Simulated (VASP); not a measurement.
Wanted: the native input for a VASP 6.6.1 run.

```
Task                   : single point
Functional             : PBEsol
Potentials or basis    : VASP PAW PBE potentials, release 64 (Hf_pv, S)
Cutoff                 : 520 eV
k mesh                 : 9 × 9 × 3
Occupations            : fermi-dirac, width 0.05 eV
Spin                   : no spin polarisation
Dipole correction      : no
Further INCAR settings : ALGO = Normal; EDIFF = 1e-06; NBANDS = 35
```

The structure of Hf2S lies in POSCAR:

```
Hf2S
1.0
    3.3742737662      0.0000000000      0.0000000000
   -1.6871368831      2.9222068008      0.0000000000
    0.0000000000      0.0000000000     11.7174070300
Hf S
4 2
Direct
    0.3333333333      0.6666666667      0.1001883600
    0.6666666667      0.3333333333      0.6001883600
    0.3333333333      0.6666666667      0.3998116400
    0.6666666667      0.3333333333      0.8998116400
    0.0000000000      0.0000000000      0.2500000000
    0.0000000000      0.0000000000      0.7500000000
```

The input as run:

INCAR

```
  PREC = Accurate
  ENCUT = 520
  EDIFF = 1E-6
  ISMEAR = -1
  SIGMA = 0.05
  LREAL = False
  LASPH = True
  NELM = 100
  ALGO = Normal
  ISIF = 2
  LWAVE = False
  LCHARG = False
  GGA = PS
  NBANDS = 35
```

KPOINTS

```
regular mesh
0
Gamma
  9 9 3
```

Potentials or basis: VASP PAW PBE potentials, release 64 (Hf_pv, S).

Command:

```sh
$ cat potpaw_PBE.64/Hf_pv/POTCAR potpaw_PBE.64/S/POTCAR > POTCAR
$ mpirun -np 1 vasp_std > vasp.out
```

Results of the run:

```
Pressure               : -3.3 GPa
Largest force          : 0.158 eV/Å
Band gap on the k mesh : zero (band 26 reaches 6.72 eV, above the bottom of band 27 at 5.88 eV)
```

Caveat: the PAW data sets were made with another functional, which shifts forces and pressure a little; spin-orbit coupling is left out, which moves the levels of the heavy elements.

It took 59 s on 1 thread of Intel(R) Xeon(R) 6975P-C (Granite Rapids), with other jobs on the host, peak memory 0.28 GiB.
